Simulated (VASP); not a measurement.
Write the native input for VASP 6.6.1 that does the following.

- Task: single point
- Functional: PBEsol
- Potentials or basis: VASP PAW PBE potentials, release 64 (Mg, Sn_d)
- Cutoff: 600 eV
- k mesh: 12 × 12 × 12
- Occupations: gaussian, width 0.1 eV
- Spin: no spin polarisation
- Dipole correction: no
- Further INCAR settings: ALGO = Normal; EDIFF = 1e-06; NBANDS = 16

The structure of Mg2Sn lies in POSCAR:

```
Mg2Sn
1.0
    0.0000000000      3.3732196202      3.3732196202
    3.3732196202      0.0000000000      3.3732196202
    3.3732196202      3.3732196202      0.0000000000
Mg Sn
2 1
Direct
    0.2500000000      0.2500000000      0.2500000000
    0.7500000000      0.7500000000      0.7500000000
    0.0000000000      0.0000000000      0.0000000000
```

The input as run:

INCAR

```
  PREC = Accurate
  ENCUT = 600
  EDIFF = 1E-6
  ISMEAR = 0
  SIGMA = 0.1
  LREAL = False
  LASPH = True
  NELM = 120
  ALGO = Normal
  ISIF = 2
  LWAVE = False
  LCHARG = True
  GGA = PS
  LELF = True
  LVHAR = True
  NBANDS = 16
  GGA_COMPAT = False
```

KPOINTS

```
Automatic mesh
0
Gamma
  12 12 12
```

Potentials or basis: VASP PAW PBE potentials, release 64 (Mg, Sn_d).

The run is started by

```console
$ cat potpaw_PBE.64/Mg/POTCAR potpaw_PBE.64/Sn_d/POTCAR > POTCAR
$ mpirun -np 1 vasp_std > vasp.out
```

Results of the run:

The pressure is -0.1 GPa and the band gap on the k mesh is zero (band 9 reaches 4.23 eV, above the bottom of band 10 at 4.11 eV).

Caveat: the PAW data sets were made with another functional, which shifts forces and pressure a little; spin-orbit coupling is left out, which moves the levels of the heavy elements.

It took 96 s on 1 thread of Intel(R) Xeon(R) Platinum 8259CL CPU @ 2.50GHz (Skylake/Cascade Lake), with other jobs on the host, peak memory 0.31 GiB.
